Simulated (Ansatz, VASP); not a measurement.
## Si2B3 in VASP and in Ansatz

The input INCAR:

```
SYSTEM = Si2B3
ALGO = Normal ; EDIFF = 1E-7
EDIFFG = -0.08 ; ENCUT = 500
GGA = PE ; GGA_COMPAT = .False.
IBRION = 2 ; ISIF = 3
ISMEAR = 0 ; LASPH = .True.
LCHARG = .False. ; LREAL = .False.
LWAVE = .False. ; NELM = 120
NELMIN = 4 ; NSW = 36
PREC = Accurate ; SIGMA = 0.2
```

KPOINTS

```
k-points
0
Gamma
  3 3 4
  0 0 0
```

Contents of POSCAR:

```
Si2B3
1.0
    5.6674244300      0.0000000000      0.0000000000
   -2.8337122200      4.9081335300      0.0000000000
    0.0000000000      0.0000000000      3.6918614400
Si B
4 6
Direct
    0.4540715300      0.5459284700      0.0000000000
    0.4540715300      0.9081430600      0.0000000000
    0.0918569400      0.5459284700      0.0000000000
    0.3333333300      0.6666666700      0.5000000000
    0.2054626900      0.7945373100      0.3296150500
    0.2054626900      0.4109253900      0.3296150500
    0.5890746100      0.7945373100      0.3296150500
    0.2054626900      0.7945373100      0.6703849500
    0.2054626900      0.4109253900      0.6703849500
    0.5890746100      0.7945373100      0.6703849500
```

Input for Ansatz:

```yaml
crystal:
  lattice:
    - [5.66742443, 0.0, 0.0]
    - [-2.83371222, 4.90813353, 0.0]
    - [0.0, 0.0, 3.69186144]
  atoms:
    - { symbol: Si, position: [0.45407153, 0.54592847, 0.0] }
    - { symbol: Si, position: [0.45407153, 0.90814306, 0.0] }
    - { symbol: Si, position: [0.09185694, 0.54592847, 0.0] }
    - { symbol: Si, position: [0.33333333, 0.66666667, 0.5] }
    - { symbol: B, position: [0.20546269, 0.79453731, 0.32961505] }
    - { symbol: B, position: [0.20546269, 0.41092539, 0.32961505] }
    - { symbol: B, position: [0.58907461, 0.79453731, 0.32961505] }
    - { symbol: B, position: [0.20546269, 0.79453731, 0.67038495] }
    - { symbol: B, position: [0.20546269, 0.41092539, 0.67038495] }
    - { symbol: B, position: [0.58907461, 0.79453731, 0.67038495] }
basis:
  ecutwfc: 420
kpoints:
  mp_grid: { grid: [3, 3, 4] }
hamiltonian:
  xc: pbe
scf:
  occupations: { method: gaussian, width: 0.2 }
  lower_state_search: "off"
output:
  forces: true
  stress: true
  eigenvalues: true
relax:
  adjacent_minimum: "off"
  f_tol: 0.08
  max_steps: 16
  cell: { stress_tol: 0.8 }
```

Alike in both runs: task relaxation of cell and atoms; functional PBE; k mesh 3 × 3 × 4; occupations gaussian, width 0.2 eV; no spin polarisation.

|  | VASP | Ansatz |
| --- | --- | --- |
| version | VASP 6.6.1 | Ansatz 0.2.0 |
| potentials or method | VASP PAW PBE potentials, release 64 (Si, B), cutoff 500 eV | scalar-relativistic, plane waves, PAW |
| valence electrons in the cell | 34 | 34 |

Ansatz gave:

```
gap on the k mesh at the Fermi level, each at its own relaxed structure (eV) : none
relaxed volume (Å³/atom)                                                     : 11.65
relaxed cell length with the largest relative difference (Å)                 : 6.414
```

Question: Which values does VASP return?

Answer: gap on the k mesh at the Fermi level, each at its own relaxed structure (eV): none; relaxed volume (Å³/atom): 11.77; relaxed cell length with the largest relative difference (Å): 6.439.

A gap of «none» marks a metal or a gap that the smearing closes.

The k mesh is coarse, so the values compare programs but aren't converged.
